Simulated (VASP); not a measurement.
# K (P6_3/mmc) in VASP: a series of runs

The runs below take K through single point, with LDA.

All numbers are computed with VASP 6.6.1; they aren't measurements. Logs are shortened: lines on timing, memory, paths and dates and some standing lists are left out, and cuts for length are marked.

## (1) The cell of the first run

Symmetry: P6_3/mmc, No. 194, hexagonal system. Conventional cell: a = 4.762 Å, b = 4.762 Å, c = 7.830 Å, α = 90.00°, β = 90.00°, γ = 120.00°.

## (2) Single point, LDA

INCAR reads:

```
PREC = Accurate ; ENCUT = 520
EDIFF = 1E-7 ; ISMEAR = 0
SIGMA = 0.3 ; LREAL = False
LASPH = True ; NELM = 60
ALGO = Normal ; ISIF = 2
LWAVE = False ; LCHARG = False
NBANDS = 16
```

KPOINTS reads:

```
regular mesh
0
Gamma
  6 6 3
```

POSCAR reads:

```
K
1.0
    4.7623960000      0.0000000000      0.0000000000
   -2.3811980000      4.1243559189      0.0000000000
    0.0000000000      0.0000000000      7.8299710000
K
2
Direct
    0.3333333333      0.6666666667      0.2500000000
    0.6666666667      0.3333333333      0.7500000000
```

Potentials or basis: VASP PAW LDA potentials, release 64 (K_sv).

Command:

```console
cat potpaw_LDA.64/K_sv/POTCAR > POTCAR
mpirun -np 1 vasp_std > vasp.out
```

OUTCAR:

```text
PREC = Accurate
   ENCUT = 520
   EDIFF = 1E-7
   ISMEAR = 0
   LREAL = False
   LASPH = True
   NELM = 60
   ISIF = 2

 ion  position               nearest neighbor table
   1  0.333  0.667  0.250-
   2  0.667  0.333  0.750-

  LATTYP: Found a hexagonal cell.
 ALAT       =     4.7623960000
 C/A-ratio  =     1.6441243021

  Lattice vectors:

 A1 = (   4.7623960000,   0.0000000000,   0.0000000000)
 A2 = (  -2.3811980000,   4.1243559189,   0.0000000000)
 A3 = (   0.0000000000,   0.0000000000,   7.8299710000)

Analysis of symmetry for initial positions (statically):
=====================================================================
 Subroutine PRICEL returns:
 Original cell was already a primitive cell.

 Routine SETGRP: Setting up the symmetry group for a
 hexagonal supercell.

 Subroutine GETGRP returns: Found 24 space group operations
 (whereof 12 operations were pure point group operations)
 out of a pool of 24 trial point group operations.

The static configuration has the point symmetry D_3d.
 The point group associated with its full space group is D_6h.

Analysis of symmetry for dynamics (positions and initial velocities):
=====================================================================
 Subroutine PRICEL returns:
 Original cell was already a primitive cell.

 Routine SETGRP: Setting up the symmetry group for a
 hexagonal supercell.

 Subroutine GETGRP returns: Found 24 space group operations
 (whereof 12 operations were pure point group operations)
 out of a pool of 24 trial point group operations.

The dynamic configuration has the point symmetry D_3d.
 The point group associated with its full space group is D_6h.

 Subroutine INISYM returns: Found 24 space group operations
 (whereof 12 operations are pure point group operations),
 and found     1 'primitive' translations

----------------------------------------------------------------------------------------

                                     Primitive cell

  volume of cell :     153.7949

  direct lattice vectors                    reciprocal lattice vectors
     4.762396000  0.000000000  0.000000000     0.209978339  0.121231050  0.000000000
    -2.381198000  4.124355919  0.000000000     0.000000000  0.242462101  0.000000000
     0.000000000  0.000000000  7.829971000     0.000000000  0.000000000  0.127714394

  length of vectors
     4.762396000  4.762396000  7.829971000     0.242462101  0.242462101  0.127714394

  position of ions in fractional coordinates (direct lattice)
     0.333333333  0.666666667  0.250000000
     0.666666667  0.333333333  0.750000000

  ion indices of the primitive-cell ions
   primitive index   ion index
                 1           1
                 2           2

----------------------------------------------------------------------------------------

 KPOINTS: regular mesh

Automatic generation of k-mesh.
 Grid dimensions read from file:
 generate k-points for:    6    6    3

 Generating k-lattice:

  Cartesian coordinates                     Fractional coordinates (reciprocal lattice)
     0.034996390  0.020205175  0.000000000     0.166666667 -0.000000000  0.000000000
     0.000000000  0.040410350  0.000000000     0.000000000  0.166666667  0.000000000
     0.000000000  0.000000000  0.042571465     0.000000000  0.000000000  0.333333333

  Length of vectors
     0.040410350  0.040410350  0.042571465

  Shift w.r.t. Gamma in fractional coordinates (k-lattice)
     0.000000000  0.000000000  0.000000000

 Subroutine IBZKPT returns following result:
 ===========================================

 Found     14 irreducible k-points:

 Following reciprocal coordinates:
            Coordinates               Weight
  0.000000  0.000000  0.000000      1.000000
  0.166667 -0.000000  0.000000      6.000000
  0.333333 -0.000000  0.000000      6.000000
  0.500000 -0.000000  0.000000      3.000000
  0.166667  0.166667  0.000000      6.000000
  0.333333  0.166667  0.000000     12.000000
  0.333333  0.333333  0.000000      2.000000
  0.000000  0.000000  0.333333      2.000000
  0.166667 -0.000000  0.333333     12.000000
  0.333333 -0.000000  0.333333     12.000000
  0.500000 -0.000000  0.333333      6.000000
  0.166667  0.166667  0.333333     12.000000
  0.333333  0.166667  0.333333     24.000000
  0.333333  0.333333  0.333333      4.000000
   k-points           NKPTS =     14   k-points in BZ     NKDIM =     14   number of bands    NBANDS=     16
   number of dos      NEDOS =    301   number of ions     NIONS =      2
   total plane-waves  NPLWV =  77760
   dimension x,y,z NGX =    36 NGY =   36 NGZ =   60
   dimension x,y,z NGXF=    72 NGYF=   72 NGZF=  120
   ions per type =               2
   NGX,Y,Z   is equivalent  to a cutoff of  12.57, 12.57, 12.74 a.u.
   NGXF,Y,Z  is equivalent  to a cutoff of  25.13, 25.13, 25.48 a.u.
 SYSTEM =  unknown system
   PREC   = accura    normal or accurate (medium, high low for compatibility)
   ISTART =      0    job   : 0-new  1-cont  2-samecut
   ICHARG =      2    charge: 1-file 2-atom 10-const
   ISPIN  =      1    spin polarized calculation?
   LNONCOLLINEAR =      F non collinear calculations
   LSORBIT =      F    spin-orbit coupling
   LASPH  =      T    aspherical Exc in radial PAW
   ENCUT  =  520.0 eV  38.22 Ry    6.18 a.u.   8.85  8.85 14.56*2*pi/ulx,y,z
   NELM   =     60;   NELMIN=  2; NELMDL= -5     # of ELM steps
   EDIFF  = 0.1E-06   stopping-criterion for ELM
   LREAL  =      F    real-space projection
   EDIFFG = 0.1E-05   stopping-criterion for IOM
   NSW    =      0    number of steps for IOM
   IBRION =     -1    ionic relax: 0-MD 1-quasi-New 2-CG
   NFREE  =      0    steps in history (QN), initial steepest desc. (CG)
   ISIF   =      2    stress and relaxation
   ISYM   =      2    0-nonsym 1-usesym 2-fastsym
   POTIM  = 0.5000    time-step for ionic-motion
   TEBEG  =    0.0;   TEEND  =   0.0 temperature during run
   PSTRESS=    0.0 pullay stress
   NELECT =      18.0000    total number of electrons
   NUPDOWN=      -1.0000    fix difference up-down
   EMIN   =  10.00;   EMAX   =-10.00  energy-range for DOS
   EFERMI =   0.00;   METHOD = LEGACY
   ISMEAR =     0;   SIGMA  =   0.30  broadening in eV -4-tet -1-fermi 0-gaus
   EFERMI_NEDOS =   21; number of points for ismear=-14 and -15
   IALGO  =     38    algorithm
   IMIX   =      4    mixing-type and parameters
     AMIX     =   0.40;   BMIX     =  1.00
     AMIX_MAG =   1.60;   BMIX_MAG =  1.00
  volume/ion in A,a.u.               =      76.90       518.93
  Fermi-wavevector in a.u.,A,eV,Ry     =   0.800790  1.513273  8.724925  0.641264
  Thomas-Fermi vector in A             =   1.908153
   LORBIT       =      0    0 simple, 1 ext, 2 COOP (PROOUT), +10 PAW based schemes
   GGA     = CA    functional components
   LHFCALC =     F    Hartree Fock is set to
   AEXX    =    0.0000 exact exchange contribution
   IVDW    =     0    specifies the selected vdW correction
   LEPSILON=     F    determine dielectric tensor
   LRPA    =     F    only Hartree local field effects (RPA)
 non-spin polarized calculation
 Gauss-broadening in eV      SIGMA  =   0.30
  energy-cutoff  :      520.00
  volume of cell :      153.79
 maximum number of plane-waves:      4159
 NGX is ok and might be reduce to    36
   NGX = 17   NGY = 17   NGZ = 29

 number of electron      18.0000001 magnetization

 Free energy of the ion-electron system (eV)
  ---------------------------------------------------
  ext. energy  EPLUGINS =         0.00000000
  ---------------------------------------------------
  free energy    TOTEN  =        -2.30892093 eV

  energy without entropy =       -2.22034818  energy(sigma->0) =       -2.26463455

 E-fermi :  -0.4162     XC(G=0):  -5.7548

 val. band max:       -0.5616598899   @ k =   0.1667   0.1667   0.3333
 cond. band min:      -0.4095153936   @ k =   0.3333   0.1667   0.3333
 fundamental gap:      0.1521444963
 Fermi energy:        -0.4162433167

 k-point     1 :       0.0000    0.0000    0.0000
  band No.  band energies     occupation
      1     -32.2426      2.00000
      2     -32.2395      2.00000
      3     -15.9838      2.00000
      4     -15.9344      2.00000
      5     -15.9344      2.00000
      6     -15.9264      2.00000
[... 8 lines left out ...]
     15       3.9115      0.00000
     16       3.9115      0.00000

 k-point     2 :       0.1667   -0.0000    0.0000
  band No.  band energies     occupation
      1     -32.2419      2.00000
      2     -32.2392      2.00000
      3     -15.9788      2.00000
      4     -15.9458      2.00000
      5     -15.9381      2.00000
      6     -15.9380      2.00000
[... 8 lines left out ...]
     15       3.7328      0.00000
     16       3.9390      0.00000

 k-point     3 :       0.3333   -0.0000    0.0000
  band No.  band energies     occupation
      1     -32.2403      2.00000
      2     -32.2386      2.00000
      3     -15.9689      2.00000
      4     -15.9668      2.00000
      5     -15.9609      2.00000
      6     -15.9448      2.00000
[... 8 lines left out ...]
     15       3.6363      0.00000
     16       4.0765      0.00000

 k-point     4 :       0.5000   -0.0000    0.0000
  band No.  band energies     occupation
      1     -32.2394      2.00000
      2     -32.2384      2.00000
      3     -15.9806      2.00000
      4     -15.9719      2.00000
      5     -15.9581      2.00000
      6     -15.9481      2.00000
[... 8 lines left out ...]
     15       3.4786      0.00000
     16       4.3211      0.00000
[... 134 lines left out ...]
 k-point    12 :       0.1667    0.1667    0.3333
  band No.  band energies     occupation
      1     -32.2402      2.00000
      2     -32.2392      2.00000
      3     -15.9699      2.00000
      4     -15.9618      2.00000
      5     -15.9488      2.00000
      6     -15.9436      2.00000
[... 8 lines left out ...]
     15       3.2392      0.00000
     16       3.8943      0.00000

 k-point    13 :       0.3333    0.1667    0.3333
  band No.  band energies     occupation
      1     -32.2392      2.00000
      2     -32.2386      2.00000
      3     -15.9783      2.00000
      4     -15.9743      2.00000
      5     -15.9538      2.00000
      6     -15.9479      2.00000
[... 8 lines left out ...]
     15       3.0824      0.00000
     16       3.9190      0.00000

 k-point    14 :       0.3333    0.3333    0.3333
  band No.  band energies     occupation
      1     -32.2386      2.00000
      2     -32.2386      2.00000
      3     -15.9712      2.00000
      4     -15.9712      2.00000
      5     -15.9666      2.00000
      6     -15.9582      2.00000
[... 8 lines left out ...]
     15       3.2956      0.00000
     16       4.2114      0.00000

------------------------ aborting loop because EDIFF is reached ----------------------------------------

  FORCE on cell =-STRESS in cart. coord.  units (eV):
  Direction    XX          YY          ZZ          XY          YZ          ZX
  --------------------------------------------------------------------------------------
  -------------------------------------------------------------------------------------
  Total       -0.4955049     -0.4955049     -0.5878032      0.0000000      0.0000000      0.0000000
  in kB       -5.1619853     -5.1619853     -6.1235147      0.0000000      0.0000000      0.0000000
  external PRESSURE =      -5.4824951 kB  Pullay stress =       0.0000000 kB

 VOLUME and BASIS-vectors are now :
 -----------------------------------------------------------------------------
  energy-cutoff  :      520.00
  volume of cell :      153.79
      direct lattice vectors                 reciprocal lattice vectors
     4.762396000  0.000000000  0.000000000     0.209978339  0.121231050  0.000000000
    -2.381198000  4.124355919  0.000000000     0.000000000  0.242462101  0.000000000
     0.000000000  0.000000000  7.829971000     0.000000000  0.000000000  0.127714394

 POSITION                                       TOTAL-FORCE (eV/Angst)
 -----------------------------------------------------------------------------------
     -0.00000      2.74957      1.95749        -0.000000      0.000000     -0.000000
      2.38120      1.37479      5.87248         0.000000      0.000000      0.000000
 -----------------------------------------------------------------------------------
    total drift:                               -0.000000      0.000000     -0.000000

  FREE ENERGIE OF THE ION-ELECTRON SYSTEM (eV)
  ---------------------------------------------------
  free  energy   TOTEN  =        -2.3089209311 eV

  energy  without entropy=       -2.2203481777  energy(sigma->0) =       -2.26463455
```

Run time: 22 s. Hardware: 1 thread of Intel Xeon 6975P-C (Granite Rapids), shared host; peak memory 0.21 GiB.

Results:

* Free energy: -2.3089 eV
* Pressure: -0.5 GPa
* Band gap on the k mesh: zero (band 9 reaches 0.62 eV, above the bottom of band 10 at -1.31 eV)

## (3) Single point, LDA

INCAR reads:

```
PREC = Accurate
ENCUT = 520
EDIFF = 1E-7
ISMEAR = 0
SIGMA = 0.3
LREAL = False
LASPH = True
NELM = 80
ALGO = Normal
ISIF = 2
LWAVE = False
LCHARG = True
GGA = CA
LELF = True
LVHAR = True
NBANDS = 16
```

KPOINTS is that of step 2.

POSCAR is that of step 2.

Potentials or basis: VASP PAW LDA potentials, release 64 (K_sv).

Command:

```console
cat potpaw_LDA.64/K_sv/POTCAR > POTCAR
mpirun -np 1 vasp_std > vasp.out
```

It took 17 s on 1 thread of Intel Xeon 6975P-C (Granite Rapids), shared host; peak memory 0.21 GiB.

It converged, with:

```
Free energy            : -2.3089 eV
Pressure               : -0.5 GPa
Band gap on the k mesh : zero (band 9 reaches 0.62 eV, above the bottom of band 10 at -1.31 eV)
```

Stress tensor (GPa, compression positive):
```
-0.52  0.00  0.00
 0.00 -0.52  0.00
 0.00  0.00 -0.61
```

Levels at points of the mesh, in eV from the Fermi level:
| k point | band 6 | band 7 | band 8 | band 9 | band 10 | band 11 | band 12 | band 13 |
| --- | --- | --- | --- | --- | --- | --- | --- | --- |
| (0.00, 0.00, 0.00) | -15.51 | -15.51 | -15.51 | -2.08 | 0.27 | 0.58 | 3.97 | 3.97 |
| (0.50, 0.00, 0.00) | -15.53 | -15.52 | -15.52 | 0.12 | 0.31 | 1.68 | 1.95 | 2.26 |
